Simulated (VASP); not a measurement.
Set up this calculation in VASP 6.6.1, as the native input.

- Task: electric field gradients
- Functional: PBE
- Potentials or basis: VASP PAW PBE potentials, release 64 (Sb)
- Cutoff: 400 eV
- k mesh: 19 × 19 × 19
- Occupations: fermi-dirac, width 0.05 eV
- Spin: no spin polarisation
- Dipole correction: no
- Further INCAR settings: ALGO = Normal; EDIFF = 1e-08; NBANDS = 8

The structure of Sb lies in POSCAR:

```
Sb
1.0
   -1.5249250000      1.5001250000      2.4800000000
    1.5001250000     -1.5249250000      2.4800000000
    1.5098750000      1.5098750000     -2.4950500000
Sb
1
Direct
    0.0000000000      0.0000000000      0.0000000000
```

This cell differs from its parent crystal: equal xy, yz and zx shear strains of -1 %.

These files were run (other wordings do the same):

INCAR

```
SYSTEM = Sb
  ALGO = Normal
  EDIFF = 1E-8
  ENCUT = 400
  GGA = PE
  GGA_COMPAT = .FALSE.
  ISIF = 2
  ISMEAR = -1
  LASPH = .TRUE.
  LCHARG = .FALSE.
  LEFG = .TRUE.
  LREAL = .FALSE.
  LWAVE = .FALSE.
  NBANDS = 8
  NELM = 120
  PREC = Accurate
  SIGMA = 0.05
```

KPOINTS

```
k-points
0
G
  19 19 19
  0 0 0
```

Potentials or basis: VASP PAW PBE potentials, release 64 (Sb).

The run is started by

```console
$ cat potpaw_PBE.64/Sb/POTCAR > POTCAR
$ mpirun -np 1 vasp_std > vasp.out
```

Results of the run:

| Quantity | Value |
| --- | --- |
| Pressure | 19.2 GPa |
| Band gap on the k mesh | zero (an odd number of electrons rules out a gap without spin polarisation) |
| Largest electric field gradient by atom | Sb +36.9 V/Å² |

Caveat: the cell differs from its parent crystal (equal xy, yz and zx shear strains of -1 %); the cell stands under pressure; without QUAD_EFG the Cq values of the log hold for a quadrupole moment of 1 mb, not for the nuclei; spin-orbit coupling is left out, which moves the levels of the heavy elements; an odd number of electrons without spin polarisation forces a metal; a magnetic or distorted state may lie lower.

Wall time 2.8 min on 1 thread of Oxide Virtual Turin-like Processor, on a shared host, peak memory 0.29 GiB.
